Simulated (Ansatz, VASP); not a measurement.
**Two plane-wave programs on AlN**

```
Al N
1.0
     3.11300    0.00000    0.00000
    -1.55650    2.69594    0.00000
     0.00000    0.00000    4.98100
Al N
2 2
Direct
  0.33333 0.66667 0.00000
  0.66667 0.33333 0.50000
  0.33333 0.66667 0.38000
  0.66667 0.33333 0.88000
```

Alike in both runs: task relaxation of cell and atoms; functional PBEsol; k mesh 14 × 14 × 8; occupations fermi-dirac, width 0.1 eV; no spin polarisation.

```csv
,VASP,Ansatz
version,VASP 6.6.1,Ansatz 0.2.0
potentials or method,"VASP PAW PBE potentials, release 64 (Al, N)","PAW with Ansatz's default frozen-core files, scalar-relativistic"
plane-wave cutoff (eV),600,420
valence electrons in the cell,16,16
```

|  | VASP | Ansatz | Ansatz less VASP |
| --- | --- | --- | --- |
| gap on the k mesh at the Fermi level, each at its own relaxed structure (eV) | 4.12 | 4.09 | -0.023 |
| relaxed volume (Å³/atom) | 10.45 | 10.46 | +0.007 |
| relaxed cell length with the largest relative difference (Å) | 3.113 | 3.114 | +0.0008 |

VASP's potentials were made for PBE, not for PBEsol.
